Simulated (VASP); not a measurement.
# Sb: single point with PBE+D3(BJ)

Sb, a sheet with vacuum:

```
CELL_PARAMETERS angstrom
4.06850 0.00000 0.00000
-2.03425 3.52342 0.00000
0.00000 0.00000 27.10000
ATOMIC_POSITIONS crystal
Sb 0.33333 0.66667 0.25830
Sb 0.66667 0.33333 0.31919
```

```
Program                : VASP 6.6.1
Task                   : single point
Functional             : PBE
Dispersion             : D3(BJ)
Potentials or basis    : VASP PAW PBE potentials, release 64 (Sb_d_GW)
Cutoff                 : 400 eV
k mesh                 : 12 × 12 × 1
Occupations            : gaussian, width 0.03 eV
Spin                   : no spin polarisation
Dipole correction      : yes
Further INCAR settings : ALGO = Normal; EDIFF = 1e-06; NBANDS = 22; NELMDL = -8
```

```
Largest force              : 0.003 eV/Å
Band gap on the k mesh     : 1.18 eV (least direct gap 1.66 eV)
Dispersion energy per atom : -0.237 eV
```

Forces in eV/Å, atoms in the order of the input:
```
Sb   0.000  0.000 -0.003
Sb   0.000  0.000  0.003
```

Levels at points of the mesh, in eV from the valence-band top:
```tsv
k point	band 11	band 12	band 13	band 14	band 15	band 16	band 17	band 18	band 19	band 20
(0.00, 0.00, 0.00)	-11.49	-6.48	-0.81	0.00	0.00	1.66	2.79	2.79	4.16	4.42
(0.50, 0.00, 0.00)	-9.49	-7.89	-3.13	-1.64	-1.62	1.59	2.29	3.50	4.96	6.75
```

It took 3.2 min on 1 thread of Intel(R) Xeon(R) Platinum 8259CL CPU @ 2.50GHz (Skylake/Cascade Lake), on a shared host, peak memory 0.43 GiB.

Caveat: spin-orbit coupling is left out, which moves the levels of the heavy elements.
